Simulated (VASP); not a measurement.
AlN, 2 atoms in the cell. The structure is cubic, space group F-43m (No. 216). The conventional cell has a = 4.342 Å, b = 4.342 Å, c = 4.342 Å, α = 90.00°, β = 90.00°, γ = 90.00°. Within 2.5 Å of Al (site symmetry -43m) lie 4 N at 1.88 Å. Within 2.5 Å of N (site symmetry -43m) lie 4 Al at 1.88 Å. 

| Item | Value |
| --- | --- |
| Program | VASP 6.6.1 |
| Task | vibrations by perturbation theory |
| Functional | LDA |
| Potentials or basis | VASP PAW LDA potentials, release 64 (Al, N) |
| Cutoff | 520 eV |
| k mesh | 8 × 8 × 8 |
| Occupations | gaussian, width 0.01 eV |
| Spin | no spin polarisation |
| Dipole correction | no |
| Further INCAR settings | ALGO = Normal; EDIFF = 1e-08; IBRION = 8; NSW = 1 |

Potentials or basis: VASP PAW LDA potentials, release 64 (Al, N).

Command:

```console
$ cat potpaw_LDA.64/Al/POTCAR potpaw_LDA.64/N/POTCAR > POTCAR
$ mpirun -np 1 vasp_std > vasp.out
```

Hardware: 1 thread of Intel Xeon 8259CL, on a shared host.

Q: How long does it take, and how much memory?

A: It took 34 s on 1 thread of Intel Xeon 8259CL (shared host), peak memory 0.16 GiB. Counts: scf iterations 34, k points 29.
